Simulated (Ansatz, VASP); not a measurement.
Two plane-wave programs on AgCl

```
Ag Cl
1.0
     0.00000    2.80571    2.80571
     2.80571    0.00000    2.80571
     2.80571    2.80571    0.00000
Ag Cl
1 1
Cartesian
  0.0000 0.0000 0.0000
  2.8057 2.8057 2.8057
```

Alike in both runs: task single point; functional PBE; k mesh 6 × 6 × 6; no spin polarisation.

```csv
,VASP,Ansatz
version,VASP 6.6.1,Ansatz 0.2.0
potentials or method,"VASP PAW PBE potentials, release 64 (Ag, Cl)","plane waves, PAW"
plane-wave cutoff (eV),500,420
occupations,"gaussian, width 0.01 eV",fixed
valence electrons in the cell,18,26
```

```csv
,VASP,Ansatz,Ansatz less VASP
gap on the k mesh at the Fermi level (eV),0.92,0.92,+0.003
pressure (GPa),-0.1,0.0,+0.13
```

VASP's potentials hold 18 valence electrons a cell and Ansatz's 26, so a difference there can come from the potentials and not from the codes.
